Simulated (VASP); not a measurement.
# AlN in VASP: further runs

Runs on AlN. Level: PBE+D3(BJ). Tasks: single point, relaxation of the atoms.

Program: VASP 6.6.1. These are calculated values, not measurements. Logs are shortened: lines on timing, memory, paths and dates and some standing lists are left out, and cuts for length are marked.

## Step 1: The cell of the first run

The cell holds a slab with vacuum, 32 atoms: a = 6.219 Å, b = 6.219 Å, c = 25.056 Å, α = 90.00°, β = 90.00°, γ = 120.00°.

## Step 2: Single point, PBE+D3(BJ)

Contents of INCAR:

```
SYSTEM = AlN
  PREC = Accurate
  ENCUT = 520
  EDIFF = 1E-6
  ISMEAR = 0
  SIGMA = 0.05
  LREAL = Auto
  LASPH = .True.
  NELM = 80
  ALGO = Normal
  ISIF = 2
  LWAVE = .False.
  LCHARG = .True.
  LDIPOL = .True.
  IDIPOL = 3
  DIPOL = 0.5 0.5 0.500
  GGA = PE
  IVDW = 12
  LELF = .True.
  LVHAR = .True.
  LVACPOTAV = .True.
  NBANDS = 86
```

Contents of KPOINTS:

```
Automatic mesh
0
Gamma
  6 6 1
  0 0 0
```

Contents of POSCAR:

```
AlN
1.0
    6.2188310381      0.0000000000      0.0000000000
   -3.1094155191      5.3856656609      0.0000000000
    0.0000000000      0.0000000000     25.0562460741
N Al
16 16
Direct
    0.1666666667      0.3333333333      0.3392367705
    0.1666666667      0.8333333333      0.3392367705
    0.6666666667      0.3333333333      0.3392367705
    0.6666666667      0.8333333333      0.3392367705
    0.3333333333      0.1666666667      0.4385889350
    0.3333333333      0.6666666667      0.4385889350
    0.8333333333      0.1666666667      0.4385889350
    0.8333333333      0.6666666667      0.4385889350
    0.1666666667      0.3333333333      0.5400304344
    0.1666666667      0.8333333333      0.5400304344
    0.6666666667      0.3333333333      0.5400304344
    0.6666666667      0.8333333333      0.5400304344
    0.3333333333      0.1666666667      0.6385057106
    0.3333333333      0.6666666667      0.6385057106
    0.8333333333      0.1666666667      0.6385057106
    0.8333333333      0.6666666667      0.6385057106
    0.3333333333      0.1666666667      0.3627067362
    0.3333333333      0.6666666667      0.3627067362
    0.8333333333      0.1666666667      0.3627067362
    0.8333333333      0.6666666667      0.3627067362
    0.1666666667      0.3333333333      0.4620589006
    0.1666666667      0.8333333333      0.4620589006
    0.6666666667      0.3333333333      0.4620589006
    0.6666666667      0.8333333333      0.4620589006
    0.3333333333      0.1666666667      0.5594245229
    0.3333333333      0.6666666667      0.5594245229
    0.8333333333      0.1666666667      0.5594245229
    0.8333333333      0.6666666667      0.5594245229
    0.1666666667      0.3333333333      0.6591352036
    0.1666666667      0.8333333333      0.6591352036
    0.6666666667      0.3333333333      0.6591352036
    0.6666666667      0.8333333333      0.6591352036
```

Potentials or basis: VASP PAW PBE potentials, release 64 (N, Al).

The run is started by

```bash
cat potpaw_PBE.64/N/POTCAR potpaw_PBE.64/Al/POTCAR > POTCAR
mpirun -np 1 vasp_std > vasp.out
```

OUTCAR:

```text
SYSTEM = AlN
   PREC = Accurate
   ENCUT = 520
   EDIFF = 1E-6
   ISMEAR = 0
   LREAL = Auto
   LASPH = .True.
   NELM = 80
   ISIF = 2
   GGA = PE
   IVDW = 12
 IVDW          = 12

 ion  position               nearest neighbor table
   1  0.167  0.333  0.339-  17 1.89  19 1.89  18 1.89
   2  0.167  0.833  0.339-  18 1.89  20 1.89  17 1.89
   3  0.667  0.333  0.339-  19 1.89  17 1.89  20 1.89
   4  0.667  0.833  0.339-  20 1.89  18 1.89  19 1.89
   5  0.333  0.167  0.439-  21 1.89  23 1.89  22 1.89  17 1.90
   6  0.333  0.667  0.439-  22 1.89  24 1.89  21 1.89  18 1.90
   7  0.833  0.167  0.439-  23 1.89  21 1.89  24 1.89  19 1.90
   8  0.833  0.667  0.439-  24 1.89  22 1.89  23 1.89  20 1.90
   9  0.167  0.333  0.540-  25 1.86  27 1.86  26 1.86  21 1.95
  10  0.167  0.833  0.540-  26 1.86  28 1.86  25 1.86  22 1.95
  11  0.667  0.333  0.540-  27 1.86  25 1.86  28 1.86  23 1.95
  12  0.667  0.833  0.540-  28 1.86  26 1.86  27 1.86  24 1.95
  13  0.333  0.167  0.639-  29 1.87  31 1.87  30 1.87  25 1.98
  14  0.333  0.667  0.639-  30 1.87  32 1.87  29 1.87  26 1.98
  15  0.833  0.167  0.639-  31 1.87  29 1.87  32 1.87  27 1.98
  16  0.833  0.667  0.639-  32 1.87  30 1.87  31 1.87  28 1.98
  17  0.333  0.167  0.363-   1 1.89   3 1.89   2 1.89   5 1.90  21 3.07  23 3.07  22 3.07  19 3.11
[... 38 lines left out ...]
 A1 = (   6.2188310381,   0.0000000000,   0.0000000000)
 A2 = (  -3.1094155191,   5.3856656609,   0.0000000000)
 A3 = (   0.0000000000,   0.0000000000,  25.0562460741)

Analysis of symmetry for initial positions (statically):
=====================================================================
 Subroutine PRICEL returns following result:

  LATTYP: Found a hexagonal cell.
 ALAT       =     3.1094155191
 C/A-ratio  =     8.0581851864

  Lattice vectors:

 A1 = (   3.1094155191,   0.0000000000,   0.0000000000)
 A2 = (  -1.5547077595,   2.6928328304,   0.0000000000)
 A3 = (   0.0000000000,   0.0000000000,  25.0562460741)

   4 primitive cells build up your supercell.

 Routine SETGRP: Setting up the symmetry group for a
 hexagonal supercell.

 Subroutine GETGRP returns: Found  6 space group operations
 (whereof  6 operations were pure point group operations)
 out of a pool of 24 trial point group operations.

The static configuration has the point symmetry C_3v.

Analysis of symmetry for dynamics (positions and initial velocities):
=====================================================================
 Subroutine PRICEL returns following result:

  LATTYP: Found a hexagonal cell.
 ALAT       =     3.1094155191
 C/A-ratio  =     8.0581851864

  Lattice vectors:

 A1 = (   3.1094155191,   0.0000000000,   0.0000000000)
 A2 = (  -1.5547077595,   2.6928328304,   0.0000000000)
 A3 = (   0.0000000000,   0.0000000000,  25.0562460741)

   4 primitive cells build up your supercell.

 Routine SETGRP: Setting up the symmetry group for a
 hexagonal supercell.

 Subroutine GETGRP returns: Found  6 space group operations
 (whereof  6 operations were pure point group operations)
 out of a pool of 24 trial point group operations.

The dynamic configuration has the point symmetry C_3v.

 Subroutine INISYM returns: Found  6 space group operations
 (whereof  6 operations are pure point group operations),
 and found     4 'primitive' translations

----------------------------------------------------------------------------------------

                                     Primitive cell

  volume of cell :     209.7994

  direct lattice vectors                    reciprocal lattice vectors
     3.109415519  0.000000000  0.000000000     0.321603849  0.185678069  0.000000000
    -1.554707760  2.692832830  0.000000000     0.000000000  0.371356138  0.000000000
     0.000000000  0.000000000 25.056246074     0.000000000  0.000000000  0.039910208

  length of vectors
     3.109415519  3.109415519 25.056246074     0.371356138  0.371356138  0.039910208

  position of ions in fractional coordinates (direct lattice)
     0.333333333  0.666666667  0.339236771
     0.666666667  0.333333333  0.438588935
     0.333333333  0.666666667  0.540030434
     0.666666667  0.333333333  0.638505711
     0.666666667  0.333333333  0.362706736
     0.333333333  0.666666667  0.462058901
     0.666666667  0.333333333  0.559424523
     0.333333333  0.666666667  0.659135204

  ion indices of the primitive-cell ions
   primitive index   ion index
                 1           1
                 2           5
                 3           9
                 4          13
                 5          17
                 6          21
                 7          25
                 8          29

----------------------------------------------------------------------------------------

 KPOINTS: Automatic mesh

Automatic generation of k-mesh.
 Grid dimensions read from file:
 generate k-points for:    6    6    1

 Generating k-lattice:

  Cartesian coordinates                     Fractional coordinates (reciprocal lattice)
     0.026800321  0.015473172  0.000000000     0.166666667  0.000000000  0.000000000
     0.000000000  0.030946345  0.000000000     0.000000000  0.166666667  0.000000000
     0.000000000  0.000000000  0.039910208     0.000000000  0.000000000  1.000000000

  Length of vectors
     0.030946345  0.030946345  0.039910208

  Shift w.r.t. Gamma in fractional coordinates (k-lattice)
     0.000000000  0.000000000  0.000000000

 Subroutine IBZKPT returns following result:
 ===========================================

 Found      7 irreducible k-points:

 Following reciprocal coordinates:
            Coordinates               Weight
  0.000000  0.000000  0.000000      1.000000
  0.166667 -0.000000  0.000000      6.000000
  0.333333 -0.000000  0.000000      6.000000
  0.500000 -0.000000  0.000000      3.000000
  0.166667  0.166667  0.000000      6.000000
  0.333333  0.166667  0.000000     12.000000
  0.333333  0.333333  0.000000      2.000000
   k-points           NKPTS =      7   k-points in BZ     NKDIM =      7   number of bands    NBANDS=     86
   number of dos      NEDOS =    301   number of ions     NIONS =     32
   total plane-waves  NPLWV = 442368
   dimension x,y,z NGX =    48 NGY =   48 NGZ =  192
   dimension x,y,z NGXF=    96 NGYF=   96 NGZF=  384
   ions per type =              16  16
   NGX,Y,Z   is equivalent  to a cutoff of  12.83, 12.83, 12.74 a.u.
   NGXF,Y,Z  is equivalent  to a cutoff of  25.66, 25.66, 25.48 a.u.
 SYSTEM =  AlN
   PREC   = accura    normal or accurate (medium, high low for compatibility)
   ISTART =      0    job   : 0-new  1-cont  2-samecut
   ICHARG =      2    charge: 1-file 2-atom 10-const
   ISPIN  =      1    spin polarized calculation?
   LNONCOLLINEAR =      F non collinear calculations
   LSORBIT =      F    spin-orbit coupling
   LASPH  =      T    aspherical Exc in radial PAW
   ENCUT  =  520.0 eV  38.22 Ry    6.18 a.u.  11.56 11.56 46.59*2*pi/ulx,y,z
   NELM   =     80;   NELMIN=  2; NELMDL= -5     # of ELM steps
   EDIFF  = 0.1E-05   stopping-criterion for ELM
   LREAL  =      T    real-space projection
   EDIFFG = 0.1E-04   stopping-criterion for IOM
   NSW    =      0    number of steps for IOM
   IBRION =     -1    ionic relax: 0-MD 1-quasi-New 2-CG
   NFREE  =      0    steps in history (QN), initial steepest desc. (CG)
   ISIF   =      2    stress and relaxation
   ISYM   =      2    0-nonsym 1-usesym 2-fastsym
   POTIM  = 0.5000    time-step for ionic-motion
   TEBEG  =    0.0;   TEEND  =   0.0 temperature during run
   PSTRESS=    0.0 pullay stress
   NELECT =     128.0000    total number of electrons
   NUPDOWN=      -1.0000    fix difference up-down
   EMIN   =  10.00;   EMAX   =-10.00  energy-range for DOS
   EFERMI =   0.00;   METHOD = LEGACY
   ISMEAR =     0;   SIGMA  =   0.05  broadening in eV -4-tet -1-fermi 0-gaus
   EFERMI_NEDOS =   21; number of points for ismear=-14 and -15
   IALGO  =     38    algorithm
   IMIX   =      4    mixing-type and parameters
     AMIX     =   0.40;   BMIX     =  1.00
     AMIX_MAG =   1.60;   BMIX_MAG =  1.00
  volume/ion in A,a.u.               =      26.22       176.97
  Fermi-wavevector in a.u.,A,eV,Ry     =   0.874695  1.652934 10.409706  0.765092
  Thomas-Fermi vector in A             =   1.994262
   LORBIT       =      0    0 simple, 1 ext, 2 COOP (PROOUT), +10 PAW based schemes
   GGA     = PE    functional components
   LHFCALC =     F    Hartree Fock is set to
   AEXX    =    0.0000 exact exchange contribution
   IVDW    =    12    specifies the selected vdW correction
   LEPSILON=     F    determine dielectric tensor
   LRPA    =     F    only Hartree local field effects (RPA)
 non-spin polarized calculation
 Gauss-broadening in eV      SIGMA  =   0.05
  energy-cutoff  :      520.00
  volume of cell :      839.20
 maximum number of plane-waves:     22659
 NGX is ok and might be reduce to    48
   NGX = 23   NGY = 23   NGZ = 93

 dipolmoment           0.000000      0.000000      0.063521 electrons x Angstroem

 number of electron     127.9999987 magnetization

 dipolmoment           0.000000      0.000000     -0.665121 electrons x Angstroem

 Free energy of the ion-electron system (eV)
  ---------------------------------------------------
  ext. energy  EPLUGINS =         0.00000000
  ---------------------------------------------------
  free energy    TOTEN  =      -222.81823219 eV

  energy without entropy =     -222.79356777  energy(sigma->0) =     -222.80589998

 E-fermi :  -0.2846     XC(G=0):  -5.1202

 val. band max:       -0.3427599976   @ k =   0.1667   0.1667   0.0000
 cond. band min:      -0.2844728668   @ k =   0.3333  -0.0000   0.0000
 fundamental gap:      0.0582871309
 Fermi energy:        -0.2846251240

 k-point     1 :       0.0000    0.0000    0.0000
  band No.  band energies     occupation
      1     -18.1345      2.00000
      2     -17.0797      2.00000
      3     -16.4518      2.00000
      4     -16.4518      2.00000
      5     -16.4518      2.00000
      6     -15.8378      2.00000
[... 542 lines left out ...]
     75       4.3841      0.00000
     76       4.3841      0.00000
 [bands above 76 left out]

------------------------ aborting loop because EDIFF is reached ----------------------------------------

 Edisp (eV)   -6.81012

 E8    (eV) :    -2.7384

  FORCE on cell =-STRESS in cart. coord.  units (eV):
  Direction    XX          YY          ZZ          XY          YZ          ZX
  --------------------------------------------------------------------------------------
  -------------------------------------------------------------------------------------
  Total       0.83634     0.83634    -2.66314    -0.00000     0.00000    -0.00000
  in kB       1.59673     1.59673    -5.08442    -0.00000     0.00000    -0.00000
  external pressure =       -0.63 kB  Pullay stress =        0.00 kB

 VOLUME and BASIS-vectors are now :
 -----------------------------------------------------------------------------
  energy-cutoff  :      520.00
  volume of cell :      839.20
      direct lattice vectors                 reciprocal lattice vectors
     6.218831038  0.000000000  0.000000000     0.160801925  0.092839034  0.000000000
    -3.109415519  5.385665661  0.000000000     0.000000000  0.185678069  0.000000000
     0.000000000  0.000000000 25.056246074     0.000000000  0.000000000  0.039910208

 POSITION                                       TOTAL-FORCE (eV/Angst)
 -----------------------------------------------------------------------------------
      0.00000      1.79522      8.50000         0.000000      0.000000      2.001075
     -1.55471      4.48805      8.50000        -0.000000      0.000000      2.001075
      3.10942      1.79522      8.50000        -0.000000      0.000000      2.001075
      1.55471      4.48805      8.50000         0.000000      0.000000      2.001075
      1.55471      0.89761     10.98939        -0.000000     -0.000000      1.945616
     -0.00000      3.59044     10.98939        -0.000000     -0.000000      1.945616
[... 24 lines left out ...]
      3.10942      1.79522     16.51545        -0.000000      0.000000      0.003656
      1.55471      4.48805     16.51545         0.000000      0.000000      0.003656
 -----------------------------------------------------------------------------------
    total drift:                                0.000001      0.000001      0.025309

  FREE ENERGIE OF THE ION-ELECTRON SYSTEM (eV)
  ---------------------------------------------------
  free  energy   TOTEN  =      -229.6283561011 eV

  energy  without entropy=     -229.6036916805  energy(sigma->0) =     -229.61602389

 vacuum level on the upper side and lower side of the slab         3.795         7.390
```

Run time: 70 min. Hardware: 1 thread of Intel Xeon 8259CL, shared host; peak memory 1 GiB.

Results:

```yaml
Free_energy: -229.6284 eV
Largest_force: 2.660 eV/Å
Band_gap_on_the_k_mesh: zero (bands 64 and 65 overlap by 0.13 eV)
Dispersion_energy_per_atom: -0.213 eV
```

Forces on the atoms (eV/Å):
```
N    0.000  0.000  2.001
N    0.000  0.000  2.001
N    0.000  0.000  2.001
N    0.000  0.000  2.001
N    0.000  0.000  1.946
N    0.000  0.000  1.946
N    0.000  0.000  1.946
N    0.000  0.000  1.946
N    0.000  0.000 -0.016
N    0.000  0.000 -0.016
N    0.000  0.000 -0.016
N    0.000  0.000 -0.016
N    0.000  0.000 -0.001
N    0.000  0.000 -0.001
N    0.000  0.000 -0.001
N    0.000  0.000 -0.001
Al   0.000  0.000 -2.660
Al   0.000  0.000 -2.660
Al   0.000  0.000 -2.660
Al   0.000  0.000 -2.660
Al   0.000  0.000 -1.294
Al   0.000  0.000 -1.294
Al   0.000  0.000 -1.294
Al   0.000  0.000 -1.294
Al   0.000  0.000  0.020
Al   0.000  0.000  0.020
Al   0.000  0.000  0.020
Al   0.000  0.000  0.020
Al   0.000  0.000  0.004
Al   0.000  0.000  0.004
Al   0.000  0.000  0.004
Al   0.000  0.000  0.004
```

[end of part 1 of 2]

The gap in the log of VASP goes by the Fermi energy; the results here count the filled bands.